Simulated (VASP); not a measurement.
# Ge (I4_1/amd) in VASP: a series of runs

Runs on Ge. Level: LDA. Tasks: single point, relaxation of the atoms.

Program: VASP 6.6.1. These are calculated values, not measurements. Logs are shortened: lines on timing, memory, paths and dates and some standing lists are left out, and cuts for length are marked.

**1. The cell of the first run**

The structure is tetragonal, space group I4_1/amd (No. 141). Conventional cell: a = 4.002 Å, b = 4.002 Å, c = 5.635 Å, α = 90.00°, β = 90.00°, γ = 90.00°. Within 3.2 Å of Ge (site symmetry -4m2) lie 4 Ge at 2.45 Å.

**2. Single point, LDA**

The input, INCAR:

```
SYSTEM = Ge
PREC = Accurate
ENCUT = 520
EDIFF = 1E-6
ISMEAR = 0
SIGMA = 0.05
LREAL = .FALSE.
LASPH = .TRUE.
NELM = 60
ALGO = Normal
ISIF = 2
LWAVE = .FALSE.
LCHARG = .FALSE.
NBANDS = 21
```

The input, KPOINTS:

```
Automatic mesh
0
G
  12 12 12
  0 0 0
```

The input, POSCAR:

```
Ge
1.0
    0.0000000000      2.8295562500      2.8172892308
    2.8295562500      0.0000000000      2.8172892308
    2.8295562500      2.8295562500      0.0000000000
Ge
2
Direct
    0.0000000000      0.0000000000      0.0000000000
    0.2500000000      0.2500000000      0.2500000000
```

Potentials or basis: VASP PAW LDA potentials, release 64 (Ge_d).

The run is started by

```console
> cat potpaw_LDA.64/Ge_d/POTCAR > POTCAR
> mpirun -np 1 vasp_std > vasp.out
```

OUTCAR:

```text
SYSTEM = Ge
   PREC = Accurate
   ENCUT = 520
   EDIFF = 1E-6
   ISMEAR = 0
   LREAL = .FALSE.
   LASPH = .TRUE.
   NELM = 60
   ISIF = 2

 ion  position               nearest neighbor table
   1  0.000  0.000  0.000-   2 2.45   2 2.45   2 2.45   2 2.45
   2  0.250  0.250  0.250-   1 2.45   1 2.45   1 2.45   1 2.45

  LATTYP: Found a body centered tetragonal cell.
 ALAT       =     4.0015968242
 C/A-ratio  =     1.4080825003

  Lattice vectors:

 A1 = (   0.0000000000,  -2.8295562500,  -2.8172892308)
 A2 = (   0.0000000000,   2.8295562500,  -2.8172892308)
 A3 = (   2.8295562500,   0.0000000000,   2.8172892308)

Analysis of symmetry for initial positions (statically):
=====================================================================
 Subroutine PRICEL returns:
 Original cell was already a primitive cell.

 Routine SETGRP: Setting up the symmetry group for a
 body centered tetragonal supercell.

 Subroutine GETGRP returns: Found 16 space group operations
 (whereof  8 operations were pure point group operations)
 out of a pool of 16 trial point group operations.

The static configuration has the point symmetry D_2d.
 The point group associated with its full space group is D_4h.

Analysis of symmetry for dynamics (positions and initial velocities):
=====================================================================
 Subroutine PRICEL returns:
 Original cell was already a primitive cell.

 Routine SETGRP: Setting up the symmetry group for a
 body centered tetragonal supercell.

 Subroutine GETGRP returns: Found 16 space group operations
 (whereof  8 operations were pure point group operations)
 out of a pool of 16 trial point group operations.

The dynamic configuration has the point symmetry D_2d.
 The point group associated with its full space group is D_4h.

 Subroutine INISYM returns: Found 16 space group operations
 (whereof  8 operations are pure point group operations),
 and found     1 'primitive' translations

----------------------------------------------------------------------------------------

                                     Primitive cell

  volume of cell :      45.1126

  direct lattice vectors                    reciprocal lattice vectors
     0.000000000  2.829556250  2.817289231    -0.176706153  0.176706153  0.177475566
     2.829556250  0.000000000  2.817289231     0.176706153 -0.176706153  0.177475566
     2.829556250  2.829556250  0.000000000     0.176706153  0.176706153 -0.177475566

  length of vectors
     3.992932153  3.992932153  4.001596824     0.306508900  0.306508900  0.306508900

  position of ions in fractional coordinates (direct lattice)
[... 75 lines left out ...]
   LSORBIT =      F    spin-orbit coupling
   LASPH  =      T    aspherical Exc in radial PAW
   ENCUT  =  520.0 eV  38.22 Ry    6.18 a.u.   7.42  7.42  7.44*2*pi/ulx,y,z
   NELM   =     60;   NELMIN=  2; NELMDL= -5     # of ELM steps
   EDIFF  = 0.1E-05   stopping-criterion for ELM
   LREAL  =      F    real-space projection
   EDIFFG = 0.1E-04   stopping-criterion for IOM
   NSW    =      0    number of steps for IOM
   IBRION =     -1    ionic relax: 0-MD 1-quasi-New 2-CG
   NFREE  =      0    steps in history (QN), initial steepest desc. (CG)
   ISIF   =      2    stress and relaxation
   ISYM   =      2    0-nonsym 1-usesym 2-fastsym
   POTIM  = 0.5000    time-step for ionic-motion
   TEBEG  =    0.0;   TEEND  =   0.0 temperature during run
   PSTRESS=    0.0 pullay stress
   NELECT =      28.0000    total number of electrons
   NUPDOWN=      -1.0000    fix difference up-down
   EMIN   =  10.00;   EMAX   =-10.00  energy-range for DOS
   EFERMI =   0.00;   METHOD = LEGACY
   ISMEAR =     0;   SIGMA  =   0.05  broadening in eV -4-tet -1-fermi 0-gaus
   EFERMI_NEDOS =   21; number of points for ismear=-14 and -15
   IALGO  =     38    algorithm
   IMIX   =      4    mixing-type and parameters
     AMIX     =   0.40;   BMIX     =  1.00
     AMIX_MAG =   1.60;   BMIX_MAG =  1.00
  volume/ion in A,a.u.               =      22.56       152.22
  Fermi-wavevector in a.u.,A,eV,Ry     =   1.396459  2.638925 26.532685  1.950097
  Thomas-Fermi vector in A             =   2.519811
   LORBIT       =      0    0 simple, 1 ext, 2 COOP (PROOUT), +10 PAW based schemes
   GGA     = CA    functional components
   LHFCALC =     F    Hartree Fock is set to
   AEXX    =    0.0000 exact exchange contribution
   IVDW    =     0    specifies the selected vdW correction
   LEPSILON=     F    determine dielectric tensor
   LRPA    =     F    only Hartree local field effects (RPA)
 non-spin polarized calculation
 Gauss-broadening in eV      SIGMA  =   0.05
  energy-cutoff  :      520.00
  volume of cell :       45.11
 maximum number of plane-waves:      1243
 NGX is ok and might be reduce to    30
   NGX = 15   NGY = 15   NGZ = 15

 number of electron      28.0000025 magnetization

 Free energy of the ion-electron system (eV)
  ---------------------------------------------------
  ext. energy  EPLUGINS =         0.00000000
  ---------------------------------------------------
  free energy    TOTEN  =       -10.38925238 eV

  energy without entropy =      -10.38919779  energy(sigma->0) =      -10.38922508

 E-fermi :   4.7708     XC(G=0): -10.3056

 val. band max:        4.7479122313   @ k =   0.0000   0.0000   0.0000
 cond. band min:       4.7812532523   @ k =   0.0000   0.0000   0.0000
 fundamental gap:      0.0333410210
 Fermi energy:         4.7707635587

 k-point     1 :       0.0000    0.0000    0.0000
  band No.  band energies     occupation
      1     -20.1863      2.00000
      2     -20.1852      2.00000
      3     -20.1852      2.00000
      4     -20.1487      2.00000
      5     -20.1483      2.00000
      6     -19.9365      2.00000
[... 565 lines left out ...]
     20      14.4416      0.00000
     21      15.0201      0.00000

 [... further k-points ...]
[... 5 lines left out ...]
  --------------------------------------------------------------------------------------
  -------------------------------------------------------------------------------------
  Total       -0.2810623     -0.2810623     -0.1932587      0.0000000      0.0000000      0.0000000
  in kB       -9.9819420     -9.9819420     -6.8635943      0.0000000      0.0000000      0.0000000
  external PRESSURE =      -8.9424928 kB  Pullay stress =       0.0000000 kB

 VOLUME and BASIS-vectors are now :
 -----------------------------------------------------------------------------
  energy-cutoff  :      520.00
  volume of cell :       45.11
      direct lattice vectors                 reciprocal lattice vectors
     0.000000000  2.829556250  2.817289231    -0.176706153  0.176706153  0.177475566
     2.829556250  0.000000000  2.817289231     0.176706153 -0.176706153  0.177475566
     2.829556250  2.829556250  0.000000000     0.176706153  0.176706153 -0.177475566

 POSITION                                       TOTAL-FORCE (eV/Angst)
 -----------------------------------------------------------------------------------
      0.00000      0.00000      0.00000         0.000000      0.000000      0.000000
      1.41478      1.41478      1.40864        -0.000000     -0.000000      0.000000
 -----------------------------------------------------------------------------------
    total drift:                                0.000000     -0.000000      0.000000

  FREE ENERGIE OF THE ION-ELECTRON SYSTEM (eV)
  ---------------------------------------------------
  free  energy   TOTEN  =       -10.3892523809 eV

  energy  without entropy=      -10.3891977885  energy(sigma->0) =      -10.38922508
```

Wall time 2.7 min (1 thread of Intel Xeon 8259CL, shared host); peak memory 0.24 GiB.

Results:

```yaml
Free_energy: -10.3893 eV
Pressure: -0.9 GPa
Band_gap_on_the_k_mesh: 0.03 eV
```

Stress tensor (GPa, compression positive):
```
-1.00  0.00  0.00
 0.00 -1.00  0.00
 0.00  0.00 -0.69
```

Caveat: semilocal functionals underestimate gaps, and a narrow one can read as zero.

**3. Single point, LDA**

This run uses another cell than the first one, of 22.63 Å³/atom.

The input, INCAR:

```
SYSTEM = Ge
ALGO = Normal
EDIFF = 1E-6
ENCUT = 520
GGA = CA
ISIF = 2
ISMEAR = 0
LASPH = .True.
LCHARG = .True.
LELF = .True.
LREAL = .False.
LVHAR = .True.
LWAVE = .False.
NBANDS = 21
NELM = 80
PREC = Accurate
SIGMA = 0.05
```

The input, KPOINTS:

```
k-points
0
Gamma
  12 12 12
  0 0 0
```

The input, POSCAR:

```
Ge
1.0
    0.0000000000      2.8366125000      2.8120784615
    2.8366125000      0.0000000000      2.8120784615
    2.8366125000      2.8366125000      0.0000000000
Ge
2
Direct
    0.0000000000      0.0000000000      0.0000000000
    0.2500000000      0.2500000000      0.2500000000
```

Potentials or basis: VASP PAW LDA potentials, release 64 (Ge_d).

The run is started by

```console
> cat potpaw_LDA.64/Ge_d/POTCAR > POTCAR
> mpirun -np 1 vasp_std > vasp.out
```

OUTCAR:

```text
SYSTEM = Ge
   EDIFF = 1E-6
   ENCUT = 520
   GGA = CA
   ISIF = 2
   ISMEAR = 0
   LASPH = .True.
   LREAL = .False.
   NELM = 80
   PREC = Accurate

 ion  position               nearest neighbor table
   1  0.000  0.000  0.000-   2 2.45   2 2.45   2 2.45   2 2.45
   2  0.250  0.250  0.250-   1 2.45   1 2.45   1 2.45   1 2.45

  LATTYP: Found a body centered tetragonal cell.
 ALAT       =     4.0115758687
 C/A-ratio  =     1.4019819410

  Lattice vectors:

 A1 = (   0.0000000000,  -2.8366125000,  -2.8120784615)
 A2 = (   0.0000000000,   2.8366125000,  -2.8120784615)
 A3 = (   2.8366125000,   0.0000000000,   2.8120784615)

Analysis of symmetry for initial positions (statically):
=====================================================================
 Subroutine PRICEL returns:
 Original cell was already a primitive cell.

 Routine SETGRP: Setting up the symmetry group for a
 body centered tetragonal supercell.

 Subroutine GETGRP returns: Found 16 space group operations
 (whereof  8 operations were pure point group operations)
 out of a pool of 16 trial point group operations.

The static configuration has the point symmetry D_2d.
 The point group associated with its full space group is D_4h.

Analysis of symmetry for dynamics (positions and initial velocities):
=====================================================================
 Subroutine PRICEL returns:
 Original cell was already a primitive cell.

 Routine SETGRP: Setting up the symmetry group for a
 body centered tetragonal supercell.

 Subroutine GETGRP returns: Found 16 space group operations
 (whereof  8 operations were pure point group operations)
 out of a pool of 16 trial point group operations.

The dynamic configuration has the point symmetry D_2d.
 The point group associated with its full space group is D_4h.

 Subroutine INISYM returns: Found 16 space group operations
 (whereof  8 operations are pure point group operations),
 and found     1 'primitive' translations

[... 104 lines left out ...]
   PSTRESS=    0.0 pullay stress
   NELECT =      28.0000    total number of electrons
   NUPDOWN=      -1.0000    fix difference up-down
   EMIN   =  10.00;   EMAX   =-10.00  energy-range for DOS
   EFERMI =   0.00;   METHOD = LEGACY
   ISMEAR =     0;   SIGMA  =   0.05  broadening in eV -4-tet -1-fermi 0-gaus
   EFERMI_NEDOS =   21; number of points for ismear=-14 and -15
   IALGO  =     38    algorithm
   IMIX   =      4    mixing-type and parameters
     AMIX     =   0.40;   BMIX     =  1.00
     AMIX_MAG =   1.60;   BMIX_MAG =  1.00
  volume/ion in A,a.u.               =      22.63       152.69
  Fermi-wavevector in a.u.,A,eV,Ry     =   1.395003  2.636173 26.477377  1.946032
  Thomas-Fermi vector in A             =   2.518497
   LORBIT       =      0    0 simple, 1 ext, 2 COOP (PROOUT), +10 PAW based schemes
   GGA     = CA    functional components
   LHFCALC =     F    Hartree Fock is set to
   AEXX    =    0.0000 exact exchange contribution
   IVDW    =     0    specifies the selected vdW correction
   LEPSILON=     F    determine dielectric tensor
   LRPA    =     F    only Hartree local field effects (RPA)
 non-spin polarized calculation
 Gauss-broadening in eV      SIGMA  =   0.05
  energy-cutoff  :      520.00
  volume of cell :       45.25
 maximum number of plane-waves:      1243
 NGX is ok and might be reduce to    30
   NGX = 15   NGY = 15   NGZ = 15

 number of electron      28.0000023 magnetization

 Free energy of the ion-electron system (eV)
  ---------------------------------------------------
  ext. energy  EPLUGINS =         0.00000000
  ---------------------------------------------------
  free energy    TOTEN  =       -10.38797400 eV

  energy without entropy =      -10.38792335  energy(sigma->0) =      -10.38794867

 E-fermi :   4.7375     XC(G=0): -10.2909

 val. band max:        4.7064026057   @ k =   0.0000   0.0000   0.0000
 cond. band min:       4.7726021617   @ k =   0.0000   0.0000   0.0000
 fundamental gap:      0.0661995560
 Fermi energy:         4.7374962717

 k-point     1 :       0.0000    0.0000    0.0000
  band No.  band energies     occupation
      1     -20.2131      2.00000
      2     -20.2109      2.00000
      3     -20.2109      2.00000
      4     -20.1753      2.00000
      5     -20.1745      2.00000
      6     -19.9653      2.00000
[... 565 lines left out ...]
     20      14.4049      0.00000
     21      14.9932      0.00000

 [... further k-points ...]
[... 5 lines left out ...]
  --------------------------------------------------------------------------------------
  -------------------------------------------------------------------------------------
  Total       -0.3711441     -0.3711441     -0.1962869      0.0000000      0.0000000      0.0000000
  in kB      -13.1400087    -13.1400087     -6.9493528      0.0000000      0.0000000      0.0000000
  external PRESSURE =     -11.0764568 kB  Pullay stress =       0.0000000 kB

 VOLUME and BASIS-vectors are now :
 -----------------------------------------------------------------------------
  energy-cutoff  :      520.00
  volume of cell :       45.25
      direct lattice vectors                 reciprocal lattice vectors
     0.000000000  2.836612500  2.812078462    -0.176266586  0.176266586  0.177804427
     2.836612500  0.000000000  2.812078462     0.176266586 -0.176266586  0.177804427
     2.836612500  2.836612500  0.000000000     0.176266586  0.176266586 -0.177804427

 POSITION                                       TOTAL-FORCE (eV/Angst)
 -----------------------------------------------------------------------------------
      0.00000      0.00000      0.00000        -0.000000     -0.000000     -0.000000
      1.41831      1.41831      1.40604         0.000000      0.000000      0.000000
 -----------------------------------------------------------------------------------
    total drift:                                0.000000      0.000000      0.000000

  FREE ENERGIE OF THE ION-ELECTRON SYSTEM (eV)
  ---------------------------------------------------
  free  energy   TOTEN  =       -10.3879739996 eV

  energy  without entropy=      -10.3879233458  energy(sigma->0) =      -10.38794867
```

Run time: 2.9 min. Hardware: 1 thread of Intel Xeon 8259CL, shared host; peak memory 0.24 GiB.

What came out:

- Free energy: -10.3880 eV
- Pressure: -1.1 GPa
- Band gap on the k mesh: 0.07 eV

Stress tensor (GPa, compression positive):
```
-1.31  0.00  0.00
 0.00 -1.31  0.00
 0.00  0.00 -0.69
```

Caveat: semilocal functionals underestimate gaps, and a narrow one can read as zero. A k mesh can miss the band edges.

**4. Single point, LDA**

This run uses another cell than the first one, of 22.77 Å³/atom.

The input, INCAR:

```
SYSTEM = Ge
ALGO     = Normal         ! electronic algorithm
EDIFF    = 1E-6           ! SCF threshold, eV
ENCUT    = 520            ! plane-wave cutoff, eV
GGA      = CA             ! functional
ISIF     = 2              ! what is computed and relaxed
ISMEAR   = 0              ! smearing method
LASPH    = .True.         ! aspherical terms in the spheres
LCHARG   = .True.         ! write CHGCAR
LELF     = .True.         ! ELF
LREAL    = .False.        ! projectors in reciprocal space
LVHAR    = .True.       
LWAVE    = .False.        ! write WAVECAR
NBANDS   = 21             ! bands
NELM     = 60             ! most SCF steps
PREC     = Accurate       ! precision mode
SIGMA    = 0.05           ! smearing width, eV
```

KPOINTS is that of step 3.

The input, POSCAR:

```
Ge
1.0
    0.0000000000      2.8507250000      2.8016569231
    2.8507250000      0.0000000000      2.8016569231
    2.8507250000      2.8507250000      0.0000000000
Ge
2
Direct
    0.0000000000      0.0000000000      0.0000000000
    0.2500000000      0.2500000000      0.2500000000
```

The run is started by

```console
> cat potpaw_LDA.64/Ge_d/POTCAR > POTCAR
> mpirun -np 1 vasp_std > vasp.out
```

Wall time 2.7 min (1 thread of Intel Xeon 8259CL, shared host); peak memory 0.24 GiB.

The run converged. Its results:

| Property | Result |
| --- | --- |
| Free energy | -10.3841 eV |
| Pressure | -1.5 GPa |
| Band gap on the k mesh | 0.09 eV (least direct gap 0.13 eV) |

Stress tensor (GPa, compression positive):
```
-1.93  0.00  0.00
 0.00 -1.93  0.00
 0.00  0.00 -0.70
```

Levels at points of the mesh, in eV from the valence-band top:
```tsv
k point	band 11	band 12	band 13	band 14	band 15	band 16	band 17	band 18
(0.00, 0.00, 0.00)	-12.72	-0.15	0.00	0.00	0.13	2.51	2.60	2.60
(0.50, 0.00, 0.00)	-10.64	-7.57	-1.43	-1.28	0.09	3.71	3.82	7.01
(0.50, 0.50, 0.00)	-8.80	-8.80	-3.09	-3.09	0.63	0.63	9.42	9.42
(0.50, 0.00, 0.50)	-8.89	-8.89	-2.97	-2.97	0.76	0.76	9.38	9.38
```

Caveat: semilocal functionals underestimate gaps, and a narrow one can read as zero. A k mesh can miss the band edges.

**5. Relaxation of the atoms, LDA**

This run uses another cell than the first one, of 21.91 Å³/atom.

The input, INCAR:

```
ALGO = Normal ; EDIFF = 1E-6
EDIFFG = -0.005 ; ENCUT = 520
IBRION = 2 ; ISIF = 2
ISMEAR = 0 ; LASPH = True
LCHARG = False ; LREAL = False
LWAVE = False ; NELM = 60
NSW = 80 ; PREC = Accurate
SIGMA = 0.05
```

The input, KPOINTS:

```
k-points
0
Gamma
  12 12 12
```

The input, POSCAR:

```
Ge
1.0
    0.0000000000      2.7660500000      2.8641861538
    2.7660500000      0.0000000000      2.8641861538
    2.7660500000      2.7660500000      0.0000000000
Ge
2
Direct
    0.0000000000      0.0000000000      0.0000000000
    0.2500000000      0.2500000000      0.2500000000
```

The run is started by

```console
> cat potpaw_LDA.64/Ge_d/POTCAR > POTCAR
> mpirun -np 1 vasp_std > vasp.out
```

Run time: 2.5 min. Hardware: 1 thread of Intel Xeon 8259CL, shared host; peak memory 0.22 GiB.

Results (log left out):

- Free energy: -10.3798 eV
- Pressure after relaxing: 1.1 GPa
- Band gap on the k mesh: 0.05 eV

Stress tensor (GPa, compression positive):
```
 2.07  0.00  0.00
 0.00  2.07  0.00
 0.00  0.00 -0.76
```

Final structure:
```cif
data_structure
_symmetry_space_group_name_H-M 'P 1'
_symmetry_Int_Tables_number 1
_cell_length_a 3.9818
_cell_length_b 3.9818
_cell_length_c 3.9118
_cell_angle_alpha 60.580
_cell_angle_beta 60.580
_cell_angle_gamma 58.840
_cell_volume 43.83
loop_
_atom_site_label
_atom_site_type_symbol
_atom_site_fract_x
_atom_site_fract_y
_atom_site_fract_z
_atom_site_occupancy
Ge1 Ge 0.00000 0.00000 0.00000 1
Ge2 Ge 0.25000 0.25000 0.25000 1
```

Levels at points of the mesh, in eV from the valence-band top:
```csv
k point,band 10,band 11,band 12,band 13,band 14,band 15,band 16,band 17,band 18
"(0.00, 0.00, 0.00)",-24.80,-13.15,-0.29,0.00,0.00,0.05,2.40,2.40,2.56
"(0.50, 0.00, 0.00)",-24.77,-10.98,-7.88,-1.71,-1.38,0.05,3.56,3.76,6.91
"(0.50, 0.50, 0.00)",-24.75,-9.26,-9.26,-3.11,-3.11,0.72,0.72,9.56,9.56
"(0.50, 0.00, 0.50)",-24.76,-9.08,-9.08,-3.36,-3.36,0.44,0.44,9.52,9.52
```

Caveat: semilocal functionals underestimate gaps, and a narrow one can read as zero. A k mesh can miss the band edges.

**6. The runs side by side**

| task | cell | gap on the mesh (eV) | pressure (GPa) |
| --- | --- | --- | --- |
| single point | a = 3.993, b = 3.993, c = 4.002 Å, angles 59.9, 59.9, 60.1°, 2 atoms | 0.03 | -0.9 |
| single point | a = 3.994, b = 3.994, c = 4.012 Å, angles 59.9, 59.9, 60.3°, 2 atoms | 0.07 | -1.1 |
| single point | a = 3.997, b = 3.997, c = 4.032 Å, angles 59.7, 59.7, 60.6°, 2 atoms | 0.09 | -1.5 |
| relaxation of the atoms | atoms relaxed from a = 3.982, b = 3.982, c = 3.912 Å, angles 60.6, 60.6, 58.8°, 2 atoms | 0.05 | 1.1 |

Alike in all rows: level LDA; potentials or basis VASP PAW LDA potentials, release 64 (Ge_d); no spin polarisation; k mesh 12 × 12 × 12; cutoff (eV) 520; smearing gaussian 0.05 eV.

Caveats: semilocal functionals underestimate gaps, and a narrow one can read as zero.

Absolute energies hang on the potentials; compare differences alone.
